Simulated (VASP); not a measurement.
# Rh (Fm-3m) in VASP: further runs, part 2 of 2

VASP 6.6.1. The steps go on from the part before.

## Step 3: Relaxation of cell and atoms, r2SCAN, target pressure 2 GPa, at which the enthalpy is minimised

POSCAR

```
Rh
1.0
    0.0000000000      1.8999785092      1.8999785092
    1.8999785092      0.0000000000      1.8999785092
    1.8999785092      1.8999785092      0.0000000000
Rh
1
Direct
    0.0000000000      0.0000000000      0.0000000000
```

INCAR.step1

```
SYSTEM = Rh
  PREC = Accurate
  ENCUT = 600
  ISMEAR = -1
  SIGMA = 0.05
  LREAL = .FALSE.
  LASPH = .TRUE.
  NELM = 60
  GGA = PE
  ALGO = Normal
  EDIFF = 1E-4
  LWAVE = .TRUE.
  LCHARG = .FALSE.
```

INCAR.step2

```
SYSTEM = Rh
  PREC = Accurate
  ENCUT = 600
  EDIFF = 1E-6
  ISMEAR = -1
  SIGMA = 0.05
  LREAL = .FALSE.
  LASPH = .TRUE.
  NELM = 60
  ALGO = Normal
  ISIF = 3
  LWAVE = .FALSE.
  LCHARG = .FALSE.
  METAGGA = R2SCAN
  LMIXTAU = .TRUE.
  IBRION = 2
  NSW = 100
  EDIFFG = -0.002
  PSTRESS = 20.0
  ISTART = 1
```

KPOINTS

```
regular mesh
0
G
  24 24 24
  0 0 0
```

Potentials or basis: VASP PAW PBE potentials, release 64 (Rh_pv).

Started as:

```console
$ cat potpaw_PBE.64/Rh_pv/POTCAR > POTCAR
$ cp INCAR.step1 INCAR
$ mpirun -np 1 vasp_std > vasp.out
$ cp INCAR.step2 INCAR
$ mpirun -np 1 vasp_std > vasp.out
```

Run time: 34 min. Hardware: 1 thread of AMD EPYC, shared host; peak memory 0.18 GiB.

It converged, with:

```yaml
Free_energy: -24.1412 eV
Relaxed_volume: 13.68 Å³/atom
Relaxed_cell: a = 2.684 Å, b = 2.684 Å, c = 2.684 Å, α = 60.00°, β = 60.00°, γ = 60.00°
Space_group_after_relaxing_to_0.05_Å: Fm-3m (No. 225)
Energy_change_on_relaxing_the_enthalpy_is_what_falls: +0.4 meV/atom
Ionic_steps: 3
Pressure_after_relaxing: 2.0 GPa
```

Step by step:
| step | energy change (eV) | largest force (eV/Å) | pressure (GPa) | volume (Å³) |
| --- | --- | --- | --- | --- |
| 1 | 0.0000 | 0.0000 | 1.10 | 13.72 |
| 2 | 0.0026 | 0.0000 | 4.49 | 13.56 |
| 3 | 0.0004 | 0.0000 | 2.00 | 13.68 |

Final structure:
```
Rh
1.0
     0.00000    1.89803    1.89803
     1.89803    0.00000    1.89803
     1.89803    1.89803    0.00000
Rh
1
Direct
  0.00000 0.00000 0.00000
```

Levels at points of the mesh, in eV from the Fermi level:
| k point | band 3 | band 4 | band 5 | band 6 | band 7 | band 8 | band 9 | band 10 | band 11 |
| --- | --- | --- | --- | --- | --- | --- | --- | --- | --- |
| (0.00, 0.00, 0.00) | -47.80 | -8.22 | -3.20 | -3.20 | -3.20 | -1.08 | -1.08 | 16.72 | 17.38 |
| (0.50, 0.00, 0.00) | -47.91 | -6.38 | -3.31 | -3.31 | 0.60 | 0.60 | 0.90 | 9.15 | 16.27 |
| (0.50, 0.50, 0.00) | -48.09 | -6.60 | -6.22 | 0.52 | 1.06 | 1.06 | 3.49 | 12.95 | 14.04 |

Caveat: the cell is relaxed towards a set pressure, so the enthalpy falls and the energy may rise; the PAW data sets were made with another functional, which shifts forces and pressure a little.

## Step 4: Relaxation of cell and atoms, r2SCAN, target pressure 4 GPa, at which the enthalpy is minimised

POSCAR is that of step 3.

INCAR.step1

```
SYSTEM = Rh
PREC = Accurate ; ENCUT = 600
ISMEAR = -1 ; SIGMA = 0.05
LREAL = .FALSE. ; LASPH = .TRUE.
NELM = 100 ; GGA = PE
ALGO = Normal ; EDIFF = 1E-4
LWAVE = .TRUE. ; LCHARG = .FALSE.
```

INCAR.step2

```
SYSTEM = Rh
PREC = Accurate ; ENCUT = 600
EDIFF = 1E-6 ; ISMEAR = -1
SIGMA = 0.05 ; LREAL = .FALSE.
LASPH = .TRUE. ; NELM = 100
ALGO = Normal ; ISIF = 3
LWAVE = .FALSE. ; LCHARG = .FALSE.
METAGGA = R2SCAN ; LMIXTAU = .TRUE.
IBRION = 2 ; NSW = 100
EDIFFG = -0.002 ; PSTRESS = 40.0
ISTART = 1
```

KPOINTS

```
Automatic mesh
0
G
  24 24 24
  0 0 0
```

Potentials or basis: VASP PAW PBE potentials, release 64 (Rh_pv).

Started as:

```console
$ cat potpaw_PBE.64/Rh_pv/POTCAR > POTCAR
$ cp INCAR.step1 INCAR
$ mpirun -np 1 vasp_std > vasp.out
$ cp INCAR.step2 INCAR
$ mpirun -np 1 vasp_std > vasp.out
```

OUTCAR:

```text
SYSTEM = Rh
   PREC = Accurate
   ENCUT = 600
   EDIFF = 1E-6
   ISMEAR = -1
   LREAL = .FALSE.
   LASPH = .TRUE.
   NELM = 100
   ISIF = 3
   METAGGA = R2SCAN
   IBRION = 2
   NSW = 100
   EDIFFG = -0.002
   PSTRESS = 40.0
   ISTART = 1

 ion  position               nearest neighbor table
   1  0.000  0.000  0.000-

  LATTYP: Found a face centered cubic cell.
 ALAT       =     3.7999570184

  Lattice vectors:

 A1 = (   0.0000000000,   1.8999785092,   1.8999785092)
 A2 = (   1.8999785092,   0.0000000000,   1.8999785092)
 A3 = (   1.8999785092,   1.8999785092,   0.0000000000)

Analysis of symmetry for initial positions (statically):
=====================================================================
 Subroutine PRICEL returns:
 Original cell was already a primitive cell.

 Routine SETGRP: Setting up the symmetry group for a
 face centered cubic supercell.

[... 248 lines left out ...]

 E-fermi :  11.9501     XC(G=0): -15.2963

 val. band max:       11.9403562282   @ k =   0.5000   0.3333   0.1250
 cond. band min:      11.9504294425   @ k =  -0.3750   0.2500   0.0000
 fundamental gap:      0.0100732143
 Fermi energy:        11.9500633255

 k-point     1 :       0.0000    0.0000    0.0000
  band No.  band energies     occupation
      1     -35.8583      2.00000
      2     -35.8583      2.00000
      3     -35.8583      2.00000
      4       3.6820      2.00000
      5       8.7204      2.00000
      6       8.7204      2.00000
      7       8.7204      2.00000
      8      10.8618      2.00000
      9      10.8618      2.00000
     10      28.6601      0.00000
     11      29.3211      0.00000
[... 309 lines left out ...]
 k-point    24 :       0.4583    0.0417    0.0000
  band No.  band energies     occupation
      1     -36.6499      2.00000
      2     -35.9742      2.00000
      3     -35.9737      2.00000
      4       5.5989      2.00000
      5       8.5815      2.00000
      6       8.6967      2.00000
      7      11.5621      1.99915
      8      12.5129      0.00003
      9      13.1914      0.00000
     10      21.7806      0.00000
     11      28.4625      0.00000

 [... further k-points ...]
[... 5 lines left out ...]
  --------------------------------------------------------------------------------------
  -------------------------------------------------------------------------------------
  Total        0.3389127      0.3389127      0.3389127      0.0000000     -0.0000000      0.0000000
  in kB       39.9685220     39.9685220     39.9685220      0.0000000     -0.0000000      0.0000000
  external PRESSURE =      -0.0314780 kB  Pullay stress =      40.0000000 kB
[... 20 lines left out ...]
  energy  without entropy=      -24.1298885833  energy(sigma->0) =      -24.13469014

  enthalpy is  TOTEN    =       -23.8003120461 eV   P V=        0.3391796460

 reached required accuracy - stopping structural energy minimisation
```

Wall time 39 min (1 thread of AMD EPYC, shared host); peak memory 0.19 GiB.

Results:

- Free energy: -24.1395 eV
- Relaxed volume: 13.59 Å³/atom
- Relaxed cell: a = 2.678 Å, b = 2.678 Å, c = 2.678 Å, α = 60.00°, β = 60.00°, γ = 60.00°
- Space group after relaxing (to 0.05 Å): Fm-3m (No. 225)
- Energy change on relaxing (the enthalpy is what falls): +2.1 meV/atom
- Ionic steps: 3
- Pressure after relaxing: 4.0 GPa

The path:
```csv
step,energy change (eV),largest force (eV/Å),pressure (GPa),volume (Å³)
1,0.0000,0.0000,1.10,13.72
2,0.0202,0.0000,12.58,13.23
3,0.0021,0.0000,4.00,13.59
```

Final structure:
```
CELL_PARAMETERS angstrom
0.00000 1.89387 1.89387
1.89387 0.00000 1.89387
1.89387 1.89387 0.00000
ATOMIC_POSITIONS crystal
Rh 0.00000 0.00000 0.00000
```

Caveat: the cell is relaxed towards a set pressure, so the enthalpy falls and the energy may rise; the PAW data sets were made with another functional, which shifts forces and pressure a little.

## Step 5: Summary

| task | cell | cutoff (eV) | gap on the mesh (eV) | pressure (GPa) |
| --- | --- | --- | --- | --- |
| single point | a = 2.687 Å, angles 60.0°, 1 atom | 520 | none | 1.2 |
| relaxation of cell and atoms | relaxed to 2 GPa from a = 2.687 Å, angles 60.0°, 1 atom | 600 | none | 2.0 |
| relaxation of cell and atoms | relaxed to 4 GPa from a = 2.687 Å, angles 60.0°, 1 atom | 600 | none | 4.0 |

Alike in all rows: level r2SCAN; potentials or basis VASP PAW PBE potentials, release 64 (Rh_pv); no spin polarisation; k mesh 24 × 24 × 24; smearing fermi-dirac 0.05 eV.

Caveats: the PAW data sets were made with another functional, which shifts forces and pressure a little; the cell is relaxed towards a set pressure, so the enthalpy falls and the energy may rise (some runs).

Total energies depend on the potentials used, so only differences within one code and one set of settings carry meaning.
